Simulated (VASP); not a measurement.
Set up this calculation in VASP 6.6.1, as the native input.

| Quantity | Value |
| --- | --- |
| Task | single point |
| Functional | PBE |
| Potentials or basis | VASP PAW PBE potentials, release 64 (Mg, F) |
| Cutoff | 600 eV |
| k mesh | 6 × 6 × 8 |
| Occupations | fermi-dirac, width 0.02 eV |
| Spin | no spin polarisation |
| Dipole correction | no |
| Further INCAR settings | ALGO = Normal; EDIFF = 1e-06; NBANDS = 25 |

The structure of MgF2 lies in POSCAR:

```
MgF2
1.0
    4.6682361545      0.0000000000      0.0000000000
    0.0000000000      4.6682361545      0.0000000000
    0.0000000000      0.0000000000      3.0765728771
Mg F
2 4
Direct
    0.0000000000      0.0000000000      0.0000000000
    0.5000000000      0.5000000000      0.5000000000
    0.3035913716      0.3035913716      0.0000000000
    0.1964086284      0.8035913716      0.5000000000
    0.8035913716      0.1964086284      0.5000000000
    0.6964086284      0.6964086284      0.0000000000
```

This cell differs from its parent crystal: strain +1.0%.

The input as run:

INCAR

```
SYSTEM = MgF2
ALGO = Normal
EDIFF = 1E-6
ENCUT = 600
GGA = PE
GGA_COMPAT = .FALSE.
ISIF = 2
ISMEAR = -1
LASPH = .TRUE.
LCHARG = .FALSE.
LREAL = .FALSE.
LWAVE = .FALSE.
NBANDS = 25
NELM = 120
PREC = Accurate
SIGMA = 0.02
```

KPOINTS

```
k-points
0
G
  6 6 8
  0 0 0
```

Potentials or basis: VASP PAW PBE potentials, release 64 (Mg, F).

The run is started by

```bash
$ cat potpaw_PBE.64/Mg/POTCAR potpaw_PBE.64/F/POTCAR > POTCAR
$ mpirun -np 1 vasp_std > vasp.out
```

Results of the run:

```json
{
  "Pressure": "0.7 GPa",
  "Largest force": "0.027 eV/Å",
  "Band gap on the k mesh": "6.92 eV"
}
```

Caveat: the cell differs from its parent crystal (strain +1.0%); the structure was generated, so it needn't be the stable form of MgF2.

Wall time 100 s on 1 thread of Oxide Virtual Turin-like Processor, with other jobs on the host, peak memory 0.21 GiB.
